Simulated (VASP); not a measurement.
The system is P.

```
CELL_PARAMETERS angstrom
1.74843 1.00946 3.17086
-1.74843 1.00946 3.17086
0.00000 -2.01892 3.17086
ATOMIC_POSITIONS crystal
P 0.77292 0.77292 0.77292
P 0.22708 0.22708 0.22708
```

Base run:

* Program: VASP 6.6.1
* Functional: PBEsol
* Potentials or basis: VASP PAW PBE potentials, release 64 (P)
* Cutoff: 520 eV
* k mesh: 9 × 9 × 9
* Occupations: fermi-dirac, width 0.05 eV
* Spin: no spin polarisation

Its results: band gap on the k mesh zero (band 5 reaches 8.86 eV, above the bottom of band 6 at 8.20 eV); pressure -4.9 GPa; largest force 0.015 eV/Å.

The run is repeated on the same cell with these changes: functional from PBEsol to r2SCAN. What comes out?

Band gap on the k mesh zero (band 5 reaches 9.10 eV, above the bottom of band 6 at 8.44 eV); pressure -3.3 GPa; largest force 0.319 eV/Å.

Caveats: the PAW data sets were made with another functional, which shifts forces and pressure a little.
